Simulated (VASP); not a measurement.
Wanted: the native input for a VASP 6.6.1 run.

```
Task                   : single point
Functional             : r2SCAN
Potentials or basis    : VASP PAW PBE potentials, release 64 (Sn_d, O)
Cutoff                 : 520 eV
k mesh                 : 6 × 6 × 8
Occupations            : gaussian, width 0.02 eV
Spin                   : no spin polarisation
Dipole correction      : no
Further INCAR settings : ALGO = Normal; EDIFF = 1e-07; NBANDS = 35
```

Crystal: SnO2.

```
CELL_PARAMETERS angstrom
4.68781 0.00000 0.00000
0.00000 4.68781 0.00000
0.00000 0.00000 3.23652
ATOMIC_POSITIONS crystal
Sn 0.50000 0.50000 0.50000
Sn 0.00000 0.00000 0.00000
O 0.19385 0.80615 0.50000
O 0.80615 0.19385 0.50000
O 0.30615 0.30615 0.00000
O 0.69385 0.69385 0.00000
```

This cell differs from its parent crystal: biaxial strain in the a-b plane: -1.5 %, then relaxed in part.

One way to write it, as run:

POSCAR

```
SnO2
1.0
    4.6878125568      0.0000000000      0.0000000000
    0.0000000000      4.6878125568      0.0000000000
    0.0000000000      0.0000000000      3.2365229579
Sn O
2 4
Direct
    0.5000000000      0.5000000000      0.5000000000
    0.0000000000      0.0000000000      0.0000000000
    0.1938535094      0.8061464906      0.5000000000
    0.8061464906      0.1938535094      0.5000000000
    0.3061464906      0.3061464906      0.0000000000
    0.6938535094      0.6938535094      0.0000000000
```

INCAR.step1

```
PREC = Accurate
ENCUT = 520
ISMEAR = 0
SIGMA = 0.02
LREAL = F
LASPH = T
NELM = 60
NBANDS = 35
GGA = PE
ALGO = Normal
EDIFF = 1E-4
LWAVE = T
LCHARG = F
```

INCAR.step2

```
PREC = Accurate
ENCUT = 520
EDIFF = 1E-7
ISMEAR = 0
SIGMA = 0.02
LREAL = F
LASPH = T
NELM = 60
ALGO = Normal
ISIF = 2
LWAVE = F
LCHARG = F
METAGGA = R2SCAN
LMIXTAU = T
NBANDS = 35
ISTART = 1
```

KPOINTS

```
Automatic mesh
0
Gamma
  6 6 8
```

Potentials or basis: VASP PAW PBE potentials, release 64 (Sn_d, O).

The run is started by

```bash
$ cat potpaw_PBE.64/Sn_d/POTCAR potpaw_PBE.64/O/POTCAR > POTCAR
$ cp INCAR.step1 INCAR
$ mpirun -np 1 vasp_std > vasp.out
$ cp INCAR.step2 INCAR
$ mpirun -np 1 vasp_std > vasp.out
```

Results of the run:

```
Pressure               : 4.6 GPa
Largest force          : 0.012 eV/Å
Band gap on the k mesh : 1.96 eV, direct
```

Caveat: the cell differs from its parent crystal (biaxial strain in the a-b plane: -1.5 %, then relaxed in part); the PAW data sets were made with another functional, which shifts forces and pressure a little; spin-orbit coupling is left out, which moves the levels of the heavy elements.

Run time: 6.7 min on 1 thread of Intel Xeon 8259CL (shared host), peak memory 0.24 GiB.
